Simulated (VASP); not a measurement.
# ZnS in VASP: single point with PBE

Aim: the single point of ZnS with PBE.

All numbers are computed with VASP 6.6.1; they aren't measurements. Logs are shortened: lines on timing, memory, paths and dates and some standing lists are left out, and cuts for length are marked.

### Step 1. The cell of the first run

The typed cell holds 12 atoms: a = 3.846 Å, b = 3.846 Å, c = 19.413 Å, α = 78.57°, β = 78.57°, γ = 60.00°.

### Step 2. Single point, PBE

Contents of INCAR:

```
SYSTEM = ZnS
PREC = Accurate
ENCUT = 520
EDIFF = 1E-7
ISMEAR = 0
SIGMA = 0.05
LREAL = .False.
LASPH = .True.
NELM = 100
ALGO = Normal
ISIF = 2
LWAVE = .False.
LCHARG = .False.
GGA = PE
NBANDS = 66
```

Contents of KPOINTS:

```
regular mesh
0
Gamma
  8 8 2
  0 0 0
```

Contents of POSCAR:

```
ZnS
1.0
   -3.8462043731      0.0000000000      0.0000000000
   -1.9231021865     -3.3309106952      0.0000000000
   -3.8460120628     -2.2204960998     18.8985751533
Zn S
6 6
Direct
   -0.2568402181     -0.2568402181      0.7706488596
    0.4098097819      0.4098097819      0.2706488596
    0.1875329576      0.1875329576      0.6040807676
    0.8541829576      0.8541829576      0.1040807676
   -0.0347341698     -0.0347341698      0.9374981296
    0.6319158302      0.6319158302      0.4374981296
    0.3264847470      0.3264847470      0.3956426616
    0.6598347470      0.6598347470      0.8956426616
    0.2152489843      0.2152489843      0.0624796476
    0.5485989843      0.5485989843      0.5624796476
    0.1043650052      0.1043650052      0.7288389341
    0.7710150052      0.7710150052      0.2288389341
```

Potentials or basis: VASP PAW PBE potentials, release 64 (Zn, S).

The run is started by

```bash
$ cat potpaw_PBE.64/Zn/POTCAR potpaw_PBE.64/S/POTCAR > POTCAR
$ mpirun -np 1 vasp_std > vasp.out
```

OUTCAR:

```text
SYSTEM = ZnS
   PREC = Accurate
   ENCUT = 520
   EDIFF = 1E-7
   ISMEAR = 0
   LREAL = .False.
   LASPH = .True.
   NELM = 100
   ISIF = 2
   GGA = PE

 ion  position               nearest neighbor table
   1  0.743  0.743  0.771-  11 2.36  11 2.36  11 2.36   8 2.36
   2  0.410  0.410  0.271-  12 2.36  12 2.36  12 2.36   7 2.36
   3  0.188  0.188  0.604-  10 2.36  10 2.36  10 2.36  11 2.36
   4  0.854  0.854  0.104-   9 2.36   9 2.36   9 2.36  12 2.36
   5  0.965  0.965  0.937-   8 2.36   8 2.36   8 2.36
   6  0.632  0.632  0.437-   7 2.36   7 2.36   7 2.36  10 2.36
   7  0.326  0.326  0.396-   6 2.36   6 2.36   6 2.36   2 2.36
   8  0.660  0.660  0.896-   5 2.36   5 2.36   5 2.36   1 2.36
   9  0.215  0.215  0.062-   4 2.36   4 2.36   4 2.36
  10  0.549  0.549  0.562-   3 2.36   3 2.36   3 2.36   6 2.36
  11  0.104  0.104  0.729-   1 2.36   1 2.36   1 2.36   3 2.36
  12  0.771  0.771  0.229-   2 2.36   2 2.36   2 2.36   4 2.36

  LATTYP: Found a trigonal (rhomboedric) cell.
 ALAT       =    19.0285770827
 COS(alpha) =     0.9795721768

  Lattice vectors:

 A1 = (  -1.9229098763,   1.1104145954,  18.8985751533)
 A2 = (   0.0001923103,  -2.2204960998,  18.8985751533)
 A3 = (   1.9232944968,   1.1104145954,  18.8985751533)

Analysis of symmetry for initial positions (statically):
=====================================================================
 Subroutine PRICEL returns:
 Original cell was already a primitive cell.

 Routine SETGRP: Setting up the symmetry group for a
 trigonal (rhombohedral) supercell.

 Subroutine GETGRP returns: Found  2 space group operations
 (whereof  2 operations were pure point group operations)
 out of a pool of 12 trial point group operations.

The static configuration has the point symmetry C_1h.

Analysis of symmetry for dynamics (positions and initial velocities):
=====================================================================
 Subroutine PRICEL returns:
 Original cell was already a primitive cell.

 Routine SETGRP: Setting up the symmetry group for a
 trigonal (rhombohedral) supercell.

 Subroutine GETGRP returns: Found  2 space group operations
 (whereof  2 operations were pure point group operations)
 out of a pool of 12 trial point group operations.

The dynamic configuration has the point symmetry C_1h.

 Subroutine INISYM returns: Found  2 space group operations
 (whereof  2 operations are pure point group operations),
 and found     1 'primitive' translations

----------------------------------------------------------------------------------------

                                     Primitive cell

  volume of cell :     242.1165

  direct lattice vectors                    reciprocal lattice vectors
    -3.846204373  0.000000000  0.000000000    -0.259996584  0.150109098 -0.035274264
    -1.923102186 -3.330910695  0.000000000     0.000000000 -0.300218196 -0.035274264
    -3.846012063 -2.220496100 18.898575153     0.000000000  0.000000000  0.052914042

  length of vectors
     3.846204373  3.846204373 19.413360207     0.302283375  0.302283375  0.052914042

  position of ions in fractional coordinates (direct lattice)
     0.743159782  0.743159782  0.770648860
     0.409809782  0.409809782  0.270648860
     0.187532958  0.187532958  0.604080768
     0.854182958  0.854182958  0.104080768
     0.965265830  0.965265830  0.937498130
     0.631915830  0.631915830  0.437498130
     0.326484747  0.326484747  0.395642662
     0.659834747  0.659834747  0.895642662
     0.215248984  0.215248984  0.062479648
     0.548598984  0.548598984  0.562479648
     0.104365005  0.104365005  0.728838934
     0.771015005  0.771015005  0.228838934

  ion indices of the primitive-cell ions
   primitive index   ion index
                 1           1
                 2           2
                 3           3
                 4           4
                 5           5
                 6           6
                 7           7
                 8           8
                 9           9
                10          10
                11          11
                12          12

----------------------------------------------------------------------------------------

 KPOINTS: regular mesh

Automatic generation of k-mesh.
 Grid dimensions read from file:
 generate k-points for:    8    8    2

 Generating k-lattice:

  Cartesian coordinates                     Fractional coordinates (reciprocal lattice)
    -0.032499573  0.018763637 -0.004409283     0.125000000  0.000000000  0.000000000
     0.000000000 -0.037527275 -0.004409283     0.000000000  0.125000000  0.000000000
     0.000000000  0.000000000  0.026457021     0.000000000  0.000000000  0.500000000

  Length of vectors
     0.037785422  0.037785422  0.026457021

  Shift w.r.t. Gamma in fractional coordinates (k-lattice)
     0.000000000  0.000000000  0.000000000

 -----------------------------------------------------------------------------
|                                                                             |
|           W    W    AA    RRRRR   N    N  II  N    N   GGGG   !!!           |
|           W    W   A  A   R    R  NN   N  II  NN   N  G    G  !!!           |
|           W    W  A    A  R    R  N N  N  II  N N  N  G       !!!           |
|           W WW W  AAAAAA  RRRRR   N  N N  II  N  N N  G  GGG   !            |
|           WW  WW  A    A  R   R   N   NN  II  N   NN  G    G                |
|           W    W  A    A  R    R  N    N  II  N    N   GGGG   !!!           |
|                                                                             |
|     Your reciprocal lattice and k-lattice belong to different lattice       |
|     classes:                                                                |
|                                                                             |
|        The reciprocal lattice is rhombohedral (trigonal),                   |
|        whereas your k-lattice is base-centered monoclinic.                  |
|                                                                             |
|     Results are often still useful ...                                      |
|                                                                             |
 -----------------------------------------------------------------------------

 WARNING: IBZKPT: internal override: KBLOWUP is changed to .FALSE.
      ... skipping the blow-up phase ...

 Subroutine IBZKPT returns following result:
 ===========================================

 Found     42 irreducible k-points:

 Following reciprocal coordinates:
            Coordinates               Weight
  0.000000  0.000000  0.000000      1.000000
  0.125000  0.000000 -0.000000      4.000000
  0.250000  0.000000 -0.000000      4.000000
  0.375000 -0.000000 -0.000000      4.000000
  0.500000  0.000000 -0.000000      2.000000
  0.125000  0.125000  0.000000      2.000000
[... 16 lines left out ...]
  0.125000  0.000000  0.500000      4.000000
  0.250000  0.000000  0.500000      4.000000
 [... further k-points ...]
   k-points           NKPTS =     42   k-points in BZ     NKDIM =     42   number of bands    NBANDS=     66
   number of dos      NEDOS =    301   number of ions     NIONS =     12
   total plane-waves  NPLWV = 129600
   dimension x,y,z NGX =    30 NGY =   30 NGZ =  144
   dimension x,y,z NGXF=    60 NGYF=   60 NGZF=  288
   ions per type =               6   6
   NGX,Y,Z   is equivalent  to a cutoff of  12.97, 12.97, 12.33 a.u.
   NGXF,Y,Z  is equivalent  to a cutoff of  25.93, 25.93, 24.66 a.u.
 SYSTEM =  ZnS
   PREC   = accura    normal or accurate (medium, high low for compatibility)
   ISTART =      0    job   : 0-new  1-cont  2-samecut
   ICHARG =      2    charge: 1-file 2-atom 10-const
   ISPIN  =      1    spin polarized calculation?
   LNONCOLLINEAR =      F non collinear calculations
   LSORBIT =      F    spin-orbit coupling
   LASPH  =      T    aspherical Exc in radial PAW
   ENCUT  =  520.0 eV  38.22 Ry    6.18 a.u.   7.15  7.15 36.10*2*pi/ulx,y,z
   NELM   =    100;   NELMIN=  2; NELMDL= -5     # of ELM steps
   EDIFF  = 0.1E-06   stopping-criterion for ELM
   LREAL  =      F    real-space projection
   EDIFFG = 0.1E-05   stopping-criterion for IOM
   NSW    =      0    number of steps for IOM
   IBRION =     -1    ionic relax: 0-MD 1-quasi-New 2-CG
   NFREE  =      0    steps in history (QN), initial steepest desc. (CG)
   ISIF   =      2    stress and relaxation
   ISYM   =      2    0-nonsym 1-usesym 2-fastsym
   POTIM  = 0.5000    time-step for ionic-motion
   TEBEG  =    0.0;   TEEND  =   0.0 temperature during run
   PSTRESS=    0.0 pullay stress
   NELECT =     108.0000    total number of electrons
   NUPDOWN=      -1.0000    fix difference up-down
   EMIN   =  10.00;   EMAX   =-10.00  energy-range for DOS
   EFERMI =   0.00;   METHOD = LEGACY
   ISMEAR =     0;   SIGMA  =   0.05  broadening in eV -4-tet -1-fermi 0-gaus
   EFERMI_NEDOS =   21; number of points for ismear=-14 and -15
   IALGO  =     38    algorithm
   IMIX   =      4    mixing-type and parameters
     AMIX     =   0.40;   BMIX     =  1.00
     AMIX_MAG =   1.60;   BMIX_MAG =  1.00
  volume/ion in A,a.u.               =      20.18       136.16
  Fermi-wavevector in a.u.,A,eV,Ry     =   1.250858  2.363779 21.288291  1.564645
  Thomas-Fermi vector in A             =   2.384832
   LORBIT       =      0    0 simple, 1 ext, 2 COOP (PROOUT), +10 PAW based schemes
   GGA     = PE    functional components
   LHFCALC =     F    Hartree Fock is set to
   AEXX    =    0.0000 exact exchange contribution
   IVDW    =     0    specifies the selected vdW correction
   LEPSILON=     F    determine dielectric tensor
   LRPA    =     F    only Hartree local field effects (RPA)
 non-spin polarized calculation
 Gauss-broadening in eV      SIGMA  =   0.05
  energy-cutoff  :      520.00
  volume of cell :      242.12
 maximum number of plane-waves:      6561
 NGX is ok and might be reduce to    30
   NGX = 15   NGY = 15   NGZ = 73

 number of electron     108.0000005 magnetization

 Free energy of the ion-electron system (eV)
  ---------------------------------------------------
  ext. energy  EPLUGINS =         0.00000000
  ---------------------------------------------------
  free energy    TOTEN  =       -40.37350321 eV

  energy without entropy =      -40.37350321  energy(sigma->0) =      -40.37350321

 E-fermi :   2.4084     XC(G=0):  -9.5512

 val. band max:        2.1336140026   @ k =   0.0000   0.0000   0.5000
 cond. band min:       3.5904550142   @ k =   0.0000   0.0000   0.0000
 fundamental gap:      1.4568410116
 Fermi energy:         2.4083563428

 k-point     1 :       0.0000    0.0000    0.0000
  band No.  band energies     occupation
      1     -11.3166      2.00000
      2     -10.9963      2.00000
      3     -10.7700      2.00000
      4     -10.5072      2.00000
      5     -10.2587      2.00000
      6      -9.8633      2.00000
[... 58 lines left out ...]
     65       8.3608      0.00000
     66       8.3608      0.00000

 k-point     2 :       0.1250    0.0000   -0.0000
  band No.  band energies     occupation
      1     -11.2213      2.00000
      2     -10.9089      2.00000
      3     -10.6823      2.00000
      4     -10.4338      2.00000
      5     -10.1835      2.00000
      6      -9.7936      2.00000
[... 58 lines left out ...]
     65       8.3805      0.00000
     66       8.4325      0.00000

 k-point     3 :       0.2500    0.0000   -0.0000
  band No.  band energies     occupation
      1     -10.9710      2.00000
      2     -10.6836      2.00000
      3     -10.4617      2.00000
      4     -10.2421      2.00000
      5      -9.9965      2.00000
      6      -9.6164      2.00000
[... 1438 lines left out ...]
     65       8.3741      0.00000
     66       8.3838      0.00000

 k-point    24 :       0.2500    0.0000    0.5000
  band No.  band energies     occupation
      1     -10.9708      2.00000
      2     -10.6851      2.00000
      3     -10.4578      2.00000
      4     -10.2464      2.00000
      5      -9.9946      2.00000
      6      -9.6167      2.00000
[... 58 lines left out ...]
     65       8.2906      0.00000
     66       8.8676      0.00000

 [... further k-points ...]
[... 5 lines left out ...]
  --------------------------------------------------------------------------------------
  -------------------------------------------------------------------------------------
  Total       -0.8795576     -0.8792841      0.2042782     -0.0002369      0.0000194      0.0000336
  in kB       -5.8203681     -5.8185583      1.3517870     -0.0015673      0.0001285      0.0002223
  external PRESSURE =      -3.4290465 kB  Pullay stress =       0.0000000 kB

 VOLUME and BASIS-vectors are now :
 -----------------------------------------------------------------------------
  energy-cutoff  :      520.00
  volume of cell :      242.12
      direct lattice vectors                 reciprocal lattice vectors
    -3.846204373  0.000000000  0.000000000    -0.259996584  0.150109098 -0.035274264
    -1.923102186 -3.330910695  0.000000000     0.000000000 -0.300218196 -0.035274264
    -3.846012063 -2.220496100 18.898575153     0.000000000  0.000000000  0.052914042

 POSITION                                       TOTAL-FORCE (eV/Angst)
 -----------------------------------------------------------------------------------
     -7.25144     -4.18662     14.56417        -0.000450     -0.000260     -0.127359
     -3.40524     -1.96601      5.11488        -0.000430     -0.000248     -0.141156
     -3.40524     -1.96601     11.41627         0.000698      0.000403     -0.130251
     -5.32834     -3.07632      1.96698         0.000713      0.000412      0.123121
     -9.17454     -5.29693     17.71738        -0.000431     -0.000249      0.039272
     -5.32834     -3.07632      8.26809        -0.000322     -0.000186     -0.128787
     -3.40524     -1.96601      7.47708         0.000059      0.000034      0.133389
     -7.25144     -4.18662     16.92637         0.000079      0.000045      0.340790
     -1.48213     -0.85571      1.18078         0.000018      0.000010     -0.509616
     -5.32834     -3.07632     10.63006        -0.000022     -0.000013      0.126587
     -3.40524     -1.96601     13.77402         0.000046      0.000026      0.118372
     -5.32834     -3.07632      4.32473         0.000043      0.000025      0.155638
 -----------------------------------------------------------------------------------
    total drift:                               -0.000359     -0.000208     -0.000543

  FREE ENERGIE OF THE ION-ELECTRON SYSTEM (eV)
  ---------------------------------------------------
  free  energy   TOTEN  =       -40.3735032129 eV

  energy  without entropy=      -40.3735032129  energy(sigma->0) =      -40.37350321
```

It took 19 min on 1 thread of Oxide Virtual Turin-like, shared host; peak memory 0.62 GiB.

Results:

```
Free energy            : -40.3735 eV
Pressure               : -0.3 GPa
Largest force          : 0.510 eV/Å
Band gap on the k mesh : 1.46 eV
```

Forces in eV/Å, atoms in the order of the input:
```
Zn   0.000  0.000 -0.127
Zn   0.000  0.000 -0.141
Zn   0.001  0.000 -0.130
Zn   0.001  0.000  0.123
Zn   0.000  0.000  0.039
Zn   0.000  0.000 -0.129
S    0.000  0.000  0.133
S    0.000  0.000  0.341
S    0.000  0.000 -0.510
S    0.000  0.000  0.127
S    0.000  0.000  0.118
S    0.000  0.000  0.156
```

Stress tensor (GPa, compression positive):
```
-0.58  0.00  0.00
 0.00 -0.58  0.00
 0.00  0.00  0.14
```

Levels at points of the mesh, in eV from the valence-band top:
| k point | band 50 | band 51 | band 52 | band 53 | band 54 | band 55 | band 56 | band 57 | band 58 | band 59 |
| --- | --- | --- | --- | --- | --- | --- | --- | --- | --- | --- |
| (0.00, 0.00, 0.00) | -0.30 | -0.30 | -0.13 | 0.00 | 0.00 | 1.46 | 2.57 | 2.85 | 2.99 | 3.13 |
| (0.50, 0.00, 0.00) | -1.67 | -1.53 | -1.32 | -0.90 | -0.80 | 1.97 | 3.20 | 3.46 | 3.51 | 3.78 |
| (0.50, 0.50, 0.00) | -1.67 | -1.53 | -1.32 | -0.90 | -0.80 | 1.97 | 3.20 | 3.46 | 3.51 | 3.78 |
| (0.00, 0.00, 0.50) | -0.53 | -0.31 | -0.31 | 0.00 | 0.00 | 1.75 | 2.34 | 2.73 | 3.03 | 3.28 |
| (0.50, 0.00, 0.50) | -1.66 | -1.60 | -1.25 | -0.91 | -0.78 | 1.96 | 3.13 | 3.47 | 3.60 | 3.87 |
| (0.50, 0.50, 0.50) | -1.66 | -1.60 | -1.25 | -0.91 | -0.78 | 1.96 | 3.13 | 3.47 | 3.60 | 3.87 |

A k mesh can miss the band edges.
